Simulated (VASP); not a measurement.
# Sc3Al11 in VASP: further runs

The runs below take Sc3Al11 through single point, with PBE.

Everything below comes from runs of VASP 6.6.1. Logs are shortened: lines on timing, memory, paths and dates and some standing lists are left out, and cuts for length are marked.

## 1. The cell of the first run

The cell holds a slab with vacuum, 14 atoms: a = 4.105 Å, b = 4.105 Å, c = 27.316 Å, α = 90.00°, β = 90.00°, γ = 90.00°.

## 2. Single point, PBE

Contents of INCAR:

```
SYSTEM = Sc3Al11
ALGO = Normal ; DIPOL = 0.5 0.5 0.500
EDIFF = 1E-6 ; EFIELD = -1.5
ENCUT = 520 ; GGA = PE
IDIPOL = 3 ; ISIF = 2
ISMEAR = 0 ; LASPH = .True.
LCHARG = .False. ; LDIPOL = .True.
LREAL = .False. ; LWAVE = .False.
NBANDS = 46 ; NELM = 100
PREC = Accurate ; SIGMA = 0.1
```

Contents of KPOINTS:

```
k-points
0
Gamma
  9 9 1
  0 0 0
```

Contents of POSCAR:

```
Sc3Al11
1.0
    4.1053305961      0.0000000000      0.0000000000
    0.0000000000      4.1053305961      0.0000000000
    0.0000000000      0.0000000000     27.3159917883
Al Sc
11 3
Direct
    0.0000000000      0.5000000000      0.2745644404
    0.5000000000      0.0000000000      0.2745644404
    0.5000000000      0.5000000000      0.3497096269
    0.0000000000      0.5000000000      0.4248548135
    0.5000000000      0.0000000000      0.4248548135
    0.5000000000      0.5000000000      0.5000000000
    0.0000000000      0.5000000000      0.5751451865
    0.5000000000      0.0000000000      0.5751451865
    0.5000000000      0.5000000000      0.6502903731
    0.0000000000      0.5000000000      0.7254355596
    0.5000000000      0.0000000000      0.7254355596
    0.0000000000      0.0000000000      0.3497096269
    0.0000000000      0.0000000000      0.5000000000
    0.0000000000      0.0000000000      0.6502903731
```

Potentials or basis: VASP PAW PBE potentials, release 64 (Al, Sc_sv).

On the command line:

```
$ cat potpaw_PBE.64/Al/POTCAR potpaw_PBE.64/Sc_sv/POTCAR > POTCAR
$ mpirun -np 1 vasp_std > vasp.out
```

OUTCAR:

```text
SYSTEM = Sc3Al11
   EDIFF = 1E-6
   ENCUT = 520
   GGA = PE
   ISIF = 2
   ISMEAR = 0
   LASPH = .True.
   LREAL = .False.
   NELM = 100
   PREC = Accurate

 ion  position               nearest neighbor table
   1  0.000  0.500  0.275-   3 2.90  12 2.90  12 2.90   3 2.90   2 2.90   2 2.90   2 2.90   2 2.90

   2  0.500  0.000  0.275-   3 2.90  12 2.90   3 2.90  12 2.90   1 2.90   1 2.90   1 2.90   1 2.90

   3  0.500  0.500  0.350-   1 2.90   2 2.90   2 2.90   1 2.90  12 2.90  12 2.90  12 2.90  12 2.90
                             5 2.90   4 2.90   5 2.90   4 2.90
   4  0.000  0.500  0.425-   6 2.90  13 2.90  13 2.90   6 2.90   5 2.90   5 2.90   5 2.90   5 2.90
                             3 2.90  12 2.90  12 2.90   3 2.90
   5  0.500  0.000  0.425-   6 2.90  13 2.90   6 2.90  13 2.90   4 2.90   4 2.90   4 2.90   4 2.90
                             3 2.90  12 2.90  12 2.90   3 2.90
   6  0.500  0.500  0.500-   4 2.90   5 2.90   7 2.90   8 2.90   5 2.90   8 2.90   4 2.90   7 2.90
                            13 2.90  13 2.90  13 2.90  13 2.90
   7  0.000  0.500  0.575-   6 2.90  13 2.90  13 2.90   6 2.90   8 2.90   8 2.90   8 2.90   8 2.90
                             9 2.90  14 2.90   9 2.90  14 2.90
   8  0.500  0.000  0.575-   6 2.90  13 2.90   6 2.90  13 2.90   7 2.90   7 2.90   7 2.90   7 2.90
                             9 2.90  14 2.90  14 2.90   9 2.90
   9  0.500  0.500  0.650-  10 2.90  11 2.90  11 2.90  10 2.90  14 2.90  14 2.90  14 2.90  14 2.90
[... 5 lines left out ...]
  12  0.000  0.000  0.350-   1 2.90   2 2.90   1 2.90   2 2.90   3 2.90   3 2.90   3 2.90   3 2.90
                             4 2.90   5 2.90   5 2.90   4 2.90
  13  0.000  0.000  0.500-   4 2.90   5 2.90   7 2.90   8 2.90   4 2.90   7 2.90   5 2.90   8 2.90
                             6 2.90   6 2.90   6 2.90   6 2.90
  14  0.000  0.000  0.650-  10 2.90  11 2.90  10 2.90  11 2.90   9 2.90   9 2.90   9 2.90   9 2.90
                             8 2.90   7 2.90   8 2.90   7 2.90

  LATTYP: Found a simple tetragonal cell.
 ALAT       =     4.1053305961
 C/A-ratio  =     6.6537861322

  Lattice vectors:

 A1 = (   4.1053305961,   0.0000000000,   0.0000000000)
 A2 = (   0.0000000000,   4.1053305961,   0.0000000000)
 A3 = (   0.0000000000,   0.0000000000,  27.3159917883)

Analysis of symmetry for initial positions (statically):
=====================================================================
 Subroutine PRICEL returns:
 Original cell was already a primitive cell.

 Routine SETGRP: Setting up the symmetry group for a
 simple tetragonal supercell.

 Subroutine GETGRP returns: Found 16 space group operations
 (whereof 16 operations were pure point group operations)
 out of a pool of 16 trial point group operations.

The static configuration has the point symmetry D_4h.

Analysis of symmetry for dynamics (positions and initial velocities):
=====================================================================
 An external electric field (EFIELD) may reduce the allowed symmetry operations
 Subroutine PRICEL returns:
 Original cell was already a primitive cell.

 Routine SETGRP: Setting up the symmetry group for a
 simple tetragonal supercell.

 Subroutine GETGRP returns: Found  8 space group operations
 (whereof  8 operations were pure point group operations)
 out of a pool of 16 trial point group operations.

The dynamic configuration has the point symmetry C_4v.

 Subroutine INISYM returns: Found  8 space group operations
 (whereof  8 operations are pure point group operations),
 and found     1 'primitive' translations

----------------------------------------------------------------------------------------

                                     Primitive cell

  volume of cell :     460.3766

  direct lattice vectors                    reciprocal lattice vectors
     4.105330596  0.000000000  0.000000000     0.243585742  0.000000000  0.000000000
     0.000000000  4.105330596  0.000000000     0.000000000  0.243585742  0.000000000
     0.000000000  0.000000000 27.315991788     0.000000000  0.000000000  0.036608592

  length of vectors
     4.105330596  4.105330596 27.315991788     0.243585742  0.243585742  0.036608592

[... 50 lines left out ...]

  Shift w.r.t. Gamma in fractional coordinates (k-lattice)
     0.000000000  0.000000000  0.000000000

 Subroutine IBZKPT returns following result:
 ===========================================

 Found     15 irreducible k-points:

 Following reciprocal coordinates:
            Coordinates               Weight
  0.000000  0.000000  0.000000      1.000000
  0.111111  0.000000  0.000000      4.000000
  0.222222  0.000000  0.000000      4.000000
  0.333333  0.000000  0.000000      4.000000
  0.444444  0.000000  0.000000      4.000000
  0.111111  0.111111  0.000000      4.000000
  0.222222  0.111111  0.000000      8.000000
  0.333333  0.111111  0.000000      8.000000
  0.444444  0.111111  0.000000      8.000000
  0.222222  0.222222  0.000000      4.000000
  0.333333  0.222222  0.000000      8.000000
  0.444444  0.222222  0.000000      8.000000
  0.333333  0.333333  0.000000      4.000000
  0.444444  0.333333  0.000000      8.000000
  0.444444  0.444444  0.000000      4.000000
   k-points           NKPTS =     15   k-points in BZ     NKDIM =     15   number of bands    NBANDS=     46
   number of dos      NEDOS =    301   number of ions     NIONS =     14
   total plane-waves  NPLWV = 215040
   dimension x,y,z NGX =    32 NGY =   32 NGZ =  210
   dimension x,y,z NGXF=    64 NGYF=   64 NGZF=  420
   ions per type =              11   3
   NGX,Y,Z   is equivalent  to a cutoff of  12.96, 12.96, 12.78 a.u.
   NGXF,Y,Z  is equivalent  to a cutoff of  25.92, 25.92, 25.56 a.u.
 SYSTEM =  Sc3Al11
   PREC   = accura    normal or accurate (medium, high low for compatibility)
   ISTART =      0    job   : 0-new  1-cont  2-samecut
   ICHARG =      2    charge: 1-file 2-atom 10-const
   ISPIN  =      1    spin polarized calculation?
   LNONCOLLINEAR =      F non collinear calculations
   LSORBIT =      F    spin-orbit coupling
   LASPH  =      T    aspherical Exc in radial PAW
   ENCUT  =  520.0 eV  38.22 Ry    6.18 a.u.   7.63  7.63 50.79*2*pi/ulx,y,z
   NELM   =    100;   NELMIN=  2; NELMDL= -5     # of ELM steps
   EDIFF  = 0.1E-05   stopping-criterion for ELM
   LREAL  =      F    real-space projection
[... 7 lines left out ...]
   TEBEG  =    0.0;   TEEND  =   0.0 temperature during run
   PSTRESS=    0.0 pullay stress
   NELECT =      66.0000    total number of electrons
   NUPDOWN=      -1.0000    fix difference up-down
   EMIN   =  10.00;   EMAX   =-10.00  energy-range for DOS
   EFERMI =   0.00;   METHOD = LEGACY
   ISMEAR =     0;   SIGMA  =   0.10  broadening in eV -4-tet -1-fermi 0-gaus
   EFERMI_NEDOS =   21; number of points for ismear=-14 and -15
   IALGO  =     38    algorithm
   IMIX   =      4    mixing-type and parameters
     AMIX     =   0.40;   BMIX     =  1.00
     AMIX_MAG =   1.60;   BMIX_MAG =  1.00
  volume/ion in A,a.u.               =      32.88       221.91
  Fermi-wavevector in a.u.,A,eV,Ry     =   0.856811  1.619138  9.988379  0.734125
  Thomas-Fermi vector in A             =   1.973769
   LORBIT       =      0    0 simple, 1 ext, 2 COOP (PROOUT), +10 PAW based schemes
   GGA     = PE    functional components
   LHFCALC =     F    Hartree Fock is set to
   AEXX    =    0.0000 exact exchange contribution
   IVDW    =     0    specifies the selected vdW correction
   LEPSILON=     F    determine dielectric tensor
   LRPA    =     F    only Hartree local field effects (RPA)
 non-spin polarized calculation
 Gauss-broadening in eV      SIGMA  =   0.10
  energy-cutoff  :      520.00
  volume of cell :      460.38
 maximum number of plane-waves:     12441
 NGX is ok and might be reduce to    32
   NGX = 15   NGY = 15   NGZ =101

 dipolmoment           0.000000      0.000000      0.000000 electrons x Angstroem

 dipolmoment           0.000000      0.000000    -10.801484 electrons x Angstroem

 number of electron      65.9999988 magnetization

 dipolmoment           0.000000      0.000000     -2.398778 electrons x Angstroem

 Free energy of the ion-electron system (eV)
  ---------------------------------------------------
  ext. energy  EPLUGINS =         0.00000000
  ---------------------------------------------------
  free energy    TOTEN  =       -64.54693494 eV

  energy without entropy =      -64.51832616  energy(sigma->0) =      -64.53263055

 E-fermi :   1.3308     XC(G=0):  -6.3562

 val. band max:        1.3268162868   @ k =   0.4444   0.4444   0.0000
 cond. band min:       1.3451118733   @ k =   0.3333   0.2222   0.0000
 fundamental gap:      0.0182955866
 Fermi energy:         1.3307544411

 k-point     1 :       0.0000    0.0000    0.0000
  band No.  band energies     occupation
      1     -47.7071      2.00000
      2     -47.6822      2.00000
      3     -47.6697      2.00000
      4     -26.4215      2.00000
      5     -26.4026      2.00000
      6     -26.3983      2.00000
[... 709 lines left out ...]
     44       3.7991      0.00000
     45       3.8801      0.00000
 [bands above 45 left out]

------------------------ aborting loop because EDIFF is reached ----------------------------------------

 vacuum level on the upper side and lower side of the slab       (xc-potential included)         6.361        -8.760

  FORCE on cell =-STRESS in cart. coord.  units (eV):
  Direction    XX          YY          ZZ          XY          YZ          ZX
  --------------------------------------------------------------------------------------
  -------------------------------------------------------------------------------------
  Total       -3.8319667     -3.8319667      1.8539123      0.0000000      0.0000000      0.0000000
  in kB      -13.3357998    -13.3357998      6.4518837      0.0000000      0.0000000      0.0000000
  external PRESSURE =      -6.7399053 kB  Pullay stress =       0.0000000 kB

 VOLUME and BASIS-vectors are now :
 -----------------------------------------------------------------------------
  energy-cutoff  :      520.00
  volume of cell :      460.38
      direct lattice vectors                 reciprocal lattice vectors
     4.105330596  0.000000000  0.000000000     0.243585742  0.000000000  0.000000000
     0.000000000  4.105330596  0.000000000     0.000000000  0.243585742  0.000000000
     0.000000000  0.000000000 27.315991788     0.000000000  0.000000000  0.036608592

 POSITION                                       TOTAL-FORCE (eV/Angst)
 -----------------------------------------------------------------------------------
      0.00000      2.05267      7.50000        -0.000000     -0.000000     -0.173969
      2.05267      0.00000      7.50000        -0.000000     -0.000000     -0.173969
      2.05267      2.05267      9.55267        -0.000000     -0.000000     -0.079969
      0.00000      2.05267     11.60533        -0.000000      0.000000     -0.040817
      2.05267      0.00000     11.60533        -0.000000      0.000000     -0.040817
      2.05267      2.05267     13.65800        -0.000000     -0.000000      0.012071
      0.00000      2.05267     15.71066        -0.000000      0.000000      0.027550
      2.05267      0.00000     15.71066        -0.000000     -0.000000      0.027550
      2.05267      2.05267     17.76333        -0.000000     -0.000000      0.063218
      0.00000      2.05267     19.81599        -0.000000      0.000000      0.231706
      2.05267      0.00000     19.81599        -0.000000     -0.000000      0.231706
      0.00000      0.00000      9.55267         0.000000     -0.000000      0.275145
      0.00000      0.00000     13.65800        -0.000000     -0.000000     -0.078394
      0.00000      0.00000     17.76333        -0.000000     -0.000000     -0.281012
 -----------------------------------------------------------------------------------
    total drift:                               -0.000000      0.000000      0.060016

  FREE ENERGIE OF THE ION-ELECTRON SYSTEM (eV)
  ---------------------------------------------------
  free  energy   TOTEN  =       -64.5469349429 eV

  energy  without entropy=      -64.5183261580  energy(sigma->0) =      -64.53263055

 vacuum level on the upper side and lower side of the slab        13.187        -1.451
```

It took 37 min on 1 thread of Intel Xeon Platinum 8259CL at 2.50GHz (Skylake/Cascade Lake), shared host; peak memory 0.61 GiB.

Results:

| Item | Value |
| --- | --- |
| Free energy | -64.5469 eV |
| Largest force | 0.281 eV/Å |
| Band gap on the k mesh | zero (bands 33 and 34 overlap by 1.50 eV) |

Forces in eV/Å, atoms in the order of the input:
```
Al   0.000  0.000 -0.174
Al   0.000  0.000 -0.174
Al   0.000  0.000 -0.080
Al   0.000  0.000 -0.041
Al   0.000  0.000 -0.041
Al   0.000  0.000  0.012
Al   0.000  0.000  0.028
Al   0.000  0.000  0.028
Al   0.000  0.000  0.063
Al   0.000  0.000  0.232
Al   0.000  0.000  0.232
Sc   0.000  0.000  0.275
Sc   0.000  0.000 -0.078
Sc   0.000  0.000 -0.281
```

## 3. Single point, PBE

Contents of INCAR:

```
PREC = Accurate
ENCUT = 520
EDIFF = 1E-6
ISMEAR = 0
SIGMA = 0.1
LREAL = F
LASPH = T
NELM = 100
ALGO = Normal
ISIF = 2
LWAVE = F
LCHARG = F
LDIPOL = T
IDIPOL = 3
DIPOL = 0.5 0.5 0.500
GGA = PE
NBANDS = 46
EFIELD = -0.6
```

Contents of KPOINTS:

```
regular mesh
0
Gamma
  9 9 1
```

POSCAR is that of step 2.

Potentials or basis: VASP PAW PBE potentials, release 64 (Al, Sc_sv).

On the command line:

```
$ cat potpaw_PBE.64/Al/POTCAR potpaw_PBE.64/Sc_sv/POTCAR > POTCAR
$ mpirun -np 1 vasp_std > vasp.out
```

Wall time 20 min (1 thread of Intel Xeon Platinum 8259CL at 2.50GHz (Skylake/Cascade Lake), shared host); peak memory 0.61 GiB.

The run converged. Its results:

* Free energy: -63.1240 eV
* Largest force: 0.288 eV/Å
* Band gap on the k mesh: zero (bands 33 and 34 overlap by 1.51 eV)

Forces on the atoms (eV/Å):
```
Al   0.000  0.000 -0.162
Al   0.000  0.000 -0.162
Al   0.000  0.000 -0.072
Al   0.000  0.000 -0.038
Al   0.000  0.000 -0.038
Al   0.000  0.000  0.008
Al   0.000  0.000  0.035
Al   0.000  0.000  0.035
Al   0.000  0.000  0.066
Al   0.000  0.000  0.182
Al   0.000  0.000  0.182
Sc   0.000  0.000  0.288
Sc   0.000  0.000 -0.038
Sc   0.000  0.000 -0.286
```

Levels at points of the mesh, in eV from the Fermi level:
```csv
k point,band 29,band 30,band 31,band 32,band 33,band 34,band 35,band 36
"(0.00, 0.00, 0.00)",-0.90,-0.87,-0.87,-0.81,0.01,1.01,1.08,1.08
```
